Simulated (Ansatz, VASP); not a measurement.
## MgO: VASP beside Ansatz

Contents of POSCAR:

```
MgO
1.0
    0.0000000000      2.1980262510      2.1021674168
    2.1980262510      0.0000000000      2.1021674168
    2.1980262510      2.1980262510      0.0000000000
Mg O
1 1
Direct
    0.0000000000      0.0000000000      0.0000000000
    0.5000000000      0.5000000000      0.5000000000
```

The input INCAR.step1:

```
ALGO     = Normal         # electronic algorithm
EDIFF    = 1E-5           # SCF threshold, eV
ENCUT    = 660            # plane-wave cutoff, eV
GGA      = PE             # functional
GGA_COMPAT= F            
ISMEAR   = 0              # smearing method
LASPH    = T              # aspherical terms in the spheres
LCHARG   = F              # write CHGCAR
LREAL    = F              # projectors in reciprocal space
LWAVE    = T              # write WAVECAR
NBANDS   = 15             # bands
NELM     = 120            # most SCF steps
PREC     = Accurate       # precision mode
SIGMA    = 0.01           # smearing width, eV
```

Contents of INCAR.step2:

```
ALGO     = Normal         # electronic algorithm
EDIFF    = 1E-6           # SCF threshold, eV
ENCUT    = 660            # plane-wave cutoff, eV
GGA_COMPAT= F            
ISIF     = 2              # what is computed and relaxed
ISMEAR   = 0              # smearing method
ISTART   = 1            
LASPH    = T              # aspherical terms in the spheres
LCHARG   = F              # write CHGCAR
LMIXTAU  = T            
LREAL    = F              # projectors in reciprocal space
LWAVE    = F              # write WAVECAR
METAGGA  = R2SCAN         # meta-GGA
NBANDS   = 15             # bands
NELM     = 120            # most SCF steps
PREC     = Accurate       # precision mode
SIGMA    = 0.01           # smearing width, eV
```

The input KPOINTS:

```
k-points
0
Gamma
  10 10 10
```

Input for Ansatz:

```yaml
crystal:
  lattice:
    - [0.0, 2.198026251, 2.1021674168]
    - [2.198026251, 0.0, 2.1021674168]
    - [2.198026251, 2.198026251, 0.0]
  atoms:
    - { symbol: Mg, position: [0.0, 0.0, 0.0] }
    - { symbol: O, position: [0.5, 0.5, 0.5] }
kpoints:
  mp_grid: { grid: [10, 10, 10] }
  band_path:
    path:
      - [0.0, 0.0, 0.0]
      - [0.5, 0.0, 0.5]
      - [0.625, 0.25, 0.625]
      - [0.375, 0.375, 0.75]
      - [0.5, 0.5, 0.5]
      - [0.5, 0.25, 0.75]
    npoints: 1
hamiltonian:
  xc: r2scan
scf:
  occupations: { method: fixed }
  n_extra_bands: 4
output:
  forces: true
  stress: true
  eigenvalues: true
```

Change from the starting cell: biaxial_xy strain +4.6%.

Alike in both runs: task single point; functional r2SCAN; k mesh 10 × 10 × 10; no spin polarisation.

|  | VASP | Ansatz |
| --- | --- | --- |
| version | VASP 6.6.1 | Ansatz 0.2.0 |
| potentials or method | VASP PAW PBE potentials, release 64 (Mg_sv, O) | plane waves, PAW |
| plane-wave cutoff (eV) | 660 | 500 |
| occupations | gaussian, width 0.01 eV | fixed |
| valence electrons in the cell | 16 | 16 |

```tsv
	VASP	Ansatz	Ansatz less VASP
gap on the k mesh at the Fermi level (eV)	4.81	4.78	-0.035
pressure (GPa)	-12.4	-11.8	+0.54
traceless stress, the component that is largest in VASP (GPa)	4.20	4.01	-0.184
```

VASP's potentials were made for PBE, not for r2SCAN.
